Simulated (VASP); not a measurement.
The system is Al.

```xyz
2
Lattice="2.8125 0.0000 0.0000 -1.4062 2.4357 0.0000 0.0000 0.0000 4.8669" Properties=species:S:1:pos:R:3 pbc="T T T"
Al    0.0000    1.6238    1.2167
Al    1.4062    0.8119    3.6501
```

| Property | Result |
| --- | --- |
| Program | VASP 6.6.1 |
| Task | relaxation of cell and atoms |
| Functional | PBE |
| Potentials or basis | VASP PAW PBE potentials, release 64 (Al) |
| Cutoff | 600 eV |
| k mesh | 11 × 11 × 6 |
| Occupations | fermi-dirac, width 0.05 eV |
| Spin | no spin polarisation |

At the start: pressure 0.1 GPa; volume 16.67 Å³/atom.

Where does the relaxation end?

Over 8 steps the energy falls by 9.4 meV/atom and the volume is 16.63 Å³/atom (-0.2 %); space group P6_3/mmc (No. 194, to 0.05 Å).

Step by step:
```csv
step,energy change (eV),largest force (eV/Å),pressure (GPa),volume (Å³)
1,0.0000,0.0000,0.13,33.34
2,-0.0122,0.0000,-0.25,33.40
3,-0.0029,0.0000,-0.29,33.51
4,-0.0182,0.0000,-0.43,33.46
5,-0.0186,0.0000,-0.43,33.45
6,-0.0186,0.0000,-0.43,33.44
7,-0.0188,0.0000,0.15,33.19
8,-0.0189,0.0000,0.00,33.26
```

Final structure:
```xyz
2
Lattice="2.8539 0.0000 0.0000 -1.4269 2.4715 0.0000 0.0000 0.0000 4.7151" Properties=species:S:1:pos:R:3 pbc="T T T"
Al    0.0000    1.6477    1.1788
Al    1.4269    0.8238    3.5363
```
